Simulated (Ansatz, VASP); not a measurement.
**KAg: VASP beside Ansatz**

```
K Ag
1.0
     3.98436    0.00000    0.00000
     0.00000    3.98436    0.00000
     0.00000    0.00000    3.98436
K Ag
1 1
Direct
  0.00000 0.00000 0.00000
  0.50000 0.50000 0.50000
```

Alike in both runs: task single point; functional PBEsol; k mesh 10 × 10 × 10; occupations fermi-dirac, width 0.05 eV; no spin polarisation.

|  | VASP | Ansatz |
| --- | --- | --- |
| version | VASP 6.6.1 | Ansatz 0.2.0 |
| potentials or method | VASP PAW PBE potentials, release 64 (K_sv, Ag), cutoff 500 eV | all-electron LAPW, scalar-relativistic |

|  | VASP | Ansatz | Ansatz less VASP |
| --- | --- | --- | --- |
| pressure (GPa) | 0.0 | 0.0 | -0.02 |

VASP's potentials were made for PBE, not for PBEsol. Ansatz ran all-electron here, and VASP with PAW potentials.
